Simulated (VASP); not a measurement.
# TiNi (Pm-3m) in VASP: further runs

Runs on TiNi. Level: r2SCAN. Tasks: single point.

All numbers are computed with VASP 6.6.1; they aren't measurements. Logs are shortened: lines on timing, memory, paths and dates and some standing lists are left out, and cuts for length are marked.

**1. The cell of the first run**

Symmetry: Pm-3m, No. 221, cubic system. The conventional cell has a = 3.047 Å, b = 3.047 Å, c = 3.047 Å, α = 90.00°, β = 90.00°, γ = 90.00°. Within 3.5 Å of Ti (site symmetry m-3m) lie 8 Ni at 2.64 Å and 6 Ti at 3.05 Å. Within 3.5 Å of Ni (site symmetry m-3m) lie 8 Ti at 2.64 Å and 6 Ni at 3.05 Å.

**2. Single point, r2SCAN (14.15 Å³/atom)**

File POSCAR:

```
TiNi
1.0
    3.0471985364      0.0000000000      0.0000000000
    0.0000000000      3.0471985364      0.0000000000
    0.0000000000      0.0000000000      3.0471985364
Ti Ni
1 1
Direct
    0.5000000000      0.5000000000      0.5000000000
    0.0000000000      0.0000000000      0.0000000000
```

File INCAR.step1:

```
SYSTEM = TiNi
ALGO = Normal ; EDIFF = 1E-4
ENCUT = 520 ; GGA = PE
ISMEAR = 0 ; LASPH = .TRUE.
LCHARG = .FALSE. ; LREAL = .FALSE.
LWAVE = .TRUE. ; NBANDS = 18
NELM = 80 ; PREC = Accurate
SIGMA = 0.1
```

File INCAR.step2:

```
SYSTEM = TiNi
ALGO = Normal ; EDIFF = 1E-7
ENCUT = 520 ; ISIF = 2
ISMEAR = 0 ; ISTART = 1
LASPH = .TRUE. ; LCHARG = .FALSE.
LMIXTAU = .TRUE. ; LREAL = .FALSE.
LWAVE = .FALSE. ; METAGGA = R2SCAN
NBANDS = 18 ; NELM = 80
PREC = Accurate ; SIGMA = 0.1
```

File KPOINTS:

```
k-points
0
G
  14 14 14
  0 0 0
```

Potentials or basis: VASP PAW PBE potentials, release 64 (Ti_sv, Ni).

Command:

```bash
$ cat potpaw_PBE.64/Ti_sv/POTCAR potpaw_PBE.64/Ni/POTCAR > POTCAR
$ cp INCAR.step1 INCAR
$ mpirun -np 1 vasp_std > vasp.out
$ cp INCAR.step2 INCAR
$ mpirun -np 1 vasp_std > vasp.out
```

OUTCAR:

```text
SYSTEM = TiNi
   EDIFF = 1E-7
   ENCUT = 520
   ISIF = 2
   ISMEAR = 0
   ISTART = 1
   LASPH = .TRUE.
   LREAL = .FALSE.
   METAGGA = R2SCAN
   NELM = 80
   PREC = Accurate

 ion  position               nearest neighbor table
   1  0.500  0.500  0.500-   2 2.64   2 2.64   2 2.64   2 2.64   2 2.64   2 2.64   2 2.64   2 2.64

   2  0.000  0.000  0.000-   1 2.64   1 2.64   1 2.64   1 2.64   1 2.64   1 2.64   1 2.64   1 2.64

  LATTYP: Found a simple cubic cell.
 ALAT       =     3.0471985364

  Lattice vectors:

 A1 = (   3.0471985364,   0.0000000000,   0.0000000000)
 A2 = (   0.0000000000,   3.0471985364,   0.0000000000)
 A3 = (   0.0000000000,   0.0000000000,   3.0471985364)

Analysis of symmetry for initial positions (statically):
=====================================================================
 Subroutine PRICEL returns:
 Original cell was already a primitive cell.

 Routine SETGRP: Setting up the symmetry group for a
 simple cubic supercell.

 Subroutine GETGRP returns: Found 48 space group operations
 (whereof 48 operations were pure point group operations)
 out of a pool of 48 trial point group operations.

The static configuration has the point symmetry O_h .

Analysis of symmetry for dynamics (positions and initial velocities):
=====================================================================
 Subroutine PRICEL returns:
 Original cell was already a primitive cell.

 Routine SETGRP: Setting up the symmetry group for a
 simple cubic supercell.

 Subroutine GETGRP returns: Found 48 space group operations
 (whereof 48 operations were pure point group operations)
 out of a pool of 48 trial point group operations.

The dynamic configuration has the point symmetry O_h .

 Subroutine INISYM returns: Found 48 space group operations
 (whereof 48 operations are pure point group operations),
 and found     1 'primitive' translations

----------------------------------------------------------------------------------------

                                     Primitive cell

  volume of cell :      28.2945

  direct lattice vectors                    reciprocal lattice vectors
     3.047198536  0.000000000  0.000000000     0.328170281  0.000000000  0.000000000
     0.000000000  3.047198536  0.000000000     0.000000000  0.328170281  0.000000000
     0.000000000  0.000000000  3.047198536     0.000000000  0.000000000  0.328170281

  length of vectors
     3.047198536  3.047198536  3.047198536     0.328170281  0.328170281  0.328170281

  position of ions in fractional coordinates (direct lattice)
     0.500000000  0.500000000  0.500000000
     0.000000000  0.000000000  0.000000000

  ion indices of the primitive-cell ions
   primitive index   ion index
                 1           1
                 2           2

----------------------------------------------------------------------------------------

 KPOINTS: k-points

Automatic generation of k-mesh.
 Grid dimensions read from file:
 generate k-points for:   14   14   14

 Generating k-lattice:

  Cartesian coordinates                     Fractional coordinates (reciprocal lattice)
     0.023440734  0.000000000  0.000000000     0.071428571  0.000000000  0.000000000
     0.000000000  0.023440734  0.000000000     0.000000000  0.071428571  0.000000000
     0.000000000  0.000000000  0.023440734     0.000000000  0.000000000  0.071428571

  Length of vectors
     0.023440734  0.023440734  0.023440734

  Shift w.r.t. Gamma in fractional coordinates (k-lattice)
     0.000000000  0.000000000  0.000000000

 Subroutine IBZKPT returns following result:
 ===========================================

 Found    120 irreducible k-points:

 Following reciprocal coordinates:
            Coordinates               Weight
  0.000000  0.000000  0.000000      1.000000
  0.071429  0.000000  0.000000      6.000000
  0.142857  0.000000  0.000000      6.000000
  0.214286  0.000000  0.000000      6.000000
  0.285714  0.000000  0.000000      6.000000
  0.357143  0.000000  0.000000      6.000000
[... 16 lines left out ...]
  0.285714  0.214286  0.000000     24.000000
  0.357143  0.214286  0.000000     24.000000
 [... further k-points ...]
   k-points           NKPTS =    120   k-points in BZ     NKDIM =    120   number of bands    NBANDS=     18
   number of dos      NEDOS =    301   number of ions     NIONS =      2
   total plane-waves  NPLWV =  13824
   dimension x,y,z NGX =    24 NGY =   24 NGZ =   24
   dimension x,y,z NGXF=    48 NGYF=   48 NGZF=   48
   ions per type =               1   1
   NGX,Y,Z   is equivalent  to a cutoff of  13.09, 13.09, 13.09 a.u.
   NGXF,Y,Z  is equivalent  to a cutoff of  26.19, 26.19, 26.19 a.u.
 SYSTEM =  TiNi
   PREC   = accura    normal or accurate (medium, high low for compatibility)
   ISTART =      1    job   : 0-new  1-cont  2-samecut
   ICHARG =      0    charge: 1-file 2-atom 10-const
   ISPIN  =      1    spin polarized calculation?
   LNONCOLLINEAR =      F non collinear calculations
   LSORBIT =      F    spin-orbit coupling
   LASPH  =      T    aspherical Exc in radial PAW
   ENCUT  =  520.0 eV  38.22 Ry    6.18 a.u.   5.67  5.67  5.67*2*pi/ulx,y,z
   NELM   =     80;   NELMIN=  2; NELMDL=  0     # of ELM steps
   EDIFF  = 0.1E-06   stopping-criterion for ELM
   LREAL  =      F    real-space projection
   EDIFFG = 0.1E-05   stopping-criterion for IOM
   NSW    =      0    number of steps for IOM
   IBRION =     -1    ionic relax: 0-MD 1-quasi-New 2-CG
   NFREE  =      0    steps in history (QN), initial steepest desc. (CG)
   ISIF   =      2    stress and relaxation
   ISYM   =      2    0-nonsym 1-usesym 2-fastsym
   POTIM  = 0.5000    time-step for ionic-motion
   TEBEG  =    0.0;   TEEND  =   0.0 temperature during run
   PSTRESS=    0.0 pullay stress
   NELECT =      22.0000    total number of electrons
   NUPDOWN=      -1.0000    fix difference up-down
   EMIN   =  10.00;   EMAX   =-10.00  energy-range for DOS
   EFERMI =   0.00;   METHOD = LEGACY
   ISMEAR =     0;   SIGMA  =   0.10  broadening in eV -4-tet -1-fermi 0-gaus
   EFERMI_NEDOS =   21; number of points for ismear=-14 and -15
   IALGO  =     38    algorithm
   IMIX   =      4    mixing-type and parameters
     AMIX     =   0.40;   BMIX     =  1.00
     AMIX_MAG =   1.60;   BMIX_MAG =  1.00
  volume/ion in A,a.u.               =      14.15        95.47
  Fermi-wavevector in a.u.,A,eV,Ry     =   1.505388  2.844770 30.833408  2.266192
  Thomas-Fermi vector in A             =   2.616243
   LORBIT       =      0    0 simple, 1 ext, 2 COOP (PROOUT), +10 PAW based schemes
   METAGGA = R2SCAN    functional components
   LHFCALC =     F    Hartree Fock is set to
   AEXX    =    0.0000 exact exchange contribution
   IVDW    =     0    specifies the selected vdW correction
   LEPSILON=     F    determine dielectric tensor
   LRPA    =     F    only Hartree local field effects (RPA)
 non-spin polarized calculation
 Gauss-broadening in eV      SIGMA  =   0.10
  energy-cutoff  :      520.00
  volume of cell :       28.29
 maximum number of plane-waves:       780
 NGX is ok and might be reduce to    24
   NGX = 11   NGY = 11   NGZ = 11

 number of electron      22.0000007 magnetization

 Free energy of the ion-electron system (eV)
  ---------------------------------------------------
  ext. energy  EPLUGINS =         0.00000000
  ---------------------------------------------------
  free energy    TOTEN  =       -25.53747187 eV

  energy without entropy =      -25.52503254  energy(sigma->0) =      -25.53125221

 E-fermi :   8.8483     XC(G=0): -13.2149

 val. band max:        8.8386897126   @ k =   0.3571   0.1429   0.0000
 cond. band min:       8.8496042805   @ k =   0.2857   0.0714   0.0000
 fundamental gap:      0.0109145679
 Fermi energy:         8.8482607389

 k-point     1 :       0.0000    0.0000    0.0000
  band No.  band energies     occupation
      1     -50.8817      2.00000
      2     -25.9408      2.00000
      3     -25.9408      2.00000
      4     -25.9408      2.00000
      5       0.8507      2.00000
      6       5.1139      2.00000
[... 10 lines left out ...]
     17      17.5142      0.00000
     18      17.5142      0.00000

 k-point     2 :       0.0714    0.0000    0.0000
  band No.  band energies     occupation
      1     -50.8804      2.00000
      2     -25.9533      2.00000
      3     -25.9398      2.00000
      4     -25.9398      2.00000
      5       0.9497      2.00000
      6       5.1502      2.00000
[... 10 lines left out ...]
     17      17.7408      0.00000
     18      17.7408      0.00000

 k-point     3 :       0.1429    0.0000    0.0000
  band No.  band energies     occupation
      1     -50.8770      2.00000
      2     -25.9881      2.00000
      3     -25.9371      2.00000
      4     -25.9371      2.00000
      5       1.2422      2.00000
      6       5.2483      2.00000
[... 10 lines left out ...]
     17      18.3652      0.00000
     18      18.3652      0.00000

 k-point     4 :       0.2143    0.0000    0.0000
  band No.  band energies     occupation
      1     -50.8719      2.00000
      2     -26.0380      2.00000
      3     -25.9332      2.00000
      4     -25.9332      2.00000
      5       1.7146      2.00000
      6       5.3760      2.00000
[... 375 lines left out ...]
      4     -25.9251      2.00000
      5       2.4900      2.00000
      6       5.5514      2.00000
[... 10 lines left out ...]
     17      16.7488      0.00000
     18      20.5454      0.00000

 k-point    23 :       0.2857    0.2143    0.0000
  band No.  band energies     occupation
      1     -50.8571      2.00000
      2     -26.0815      2.00000
      3     -26.0213      2.00000
      4     -25.9204      2.00000
      5       3.0337      2.00000
      6       5.5783      2.00000
[... 10 lines left out ...]
     17      17.1139      0.00000
     18      21.4140      0.00000

 k-point    24 :       0.3571    0.2143    0.0000
  band No.  band energies     occupation
      1     -50.8522      2.00000
      2     -26.1292      2.00000
      3     -26.0162      2.00000
      4     -25.9162      2.00000
      5       3.6459      2.00000
      6       5.5193      2.00000
[... 10 lines left out ...]
     17      17.8349      0.00000
     18      22.1027      0.00000

 [... further k-points ...]

------------------------ aborting loop because EDIFF is reached ----------------------------------------

  FORCE on cell =-STRESS in cart. coord.  units (eV):
  Direction    XX          YY          ZZ          XY          YZ          ZX
  --------------------------------------------------------------------------------------
  -------------------------------------------------------------------------------------
  Total       -1.4986137     -1.4986137     -1.4986137     -0.0000000      0.0000000      0.0000000
  in kB      -84.8590250    -84.8590250    -84.8590250     -0.0000000      0.0000000      0.0000000
  external PRESSURE =     -84.8590250 kB  Pullay stress =       0.0000000 kB

 VOLUME and BASIS-vectors are now :
 -----------------------------------------------------------------------------
  energy-cutoff  :      520.00
  volume of cell :       28.29
      direct lattice vectors                 reciprocal lattice vectors
     3.047198536  0.000000000  0.000000000     0.328170281  0.000000000  0.000000000
     0.000000000  3.047198536  0.000000000     0.000000000  0.328170281  0.000000000
     0.000000000  0.000000000  3.047198536     0.000000000  0.000000000  0.328170281

 POSITION                                       TOTAL-FORCE (eV/Angst)
 -----------------------------------------------------------------------------------
      1.52360      1.52360      1.52360         0.000000      0.000000      0.000000
      0.00000      0.00000      0.00000         0.000000      0.000000      0.000000
 -----------------------------------------------------------------------------------
    total drift:                                0.000000      0.000000     -0.000000

  FREE ENERGIE OF THE ION-ELECTRON SYSTEM (eV)
  ---------------------------------------------------
  free  energy   TOTEN  =       -25.5374718683 eV

  energy  without entropy=      -25.5250325448  energy(sigma->0) =      -25.53125221
```

Run time: 1.9 min. Hardware: 1 thread of Intel Xeon Platinum 8488C (Sapphire Rapids), shared host; peak memory 0.19 GiB.

What came out:

```yaml
Free_energy: -25.5375 eV
Pressure: -8.5 GPa
Band_gap_on_the_k_mesh: zero (bands 11 and 12 overlap by 1.72 eV)
```

Caveat: the cell stands under tension; the PAW data sets were made with another functional, which shifts forces and pressure a little. Spin polarisation is off, so any magnetic state and its effect on volume and gap are missing.

[end of part 1 of 2]
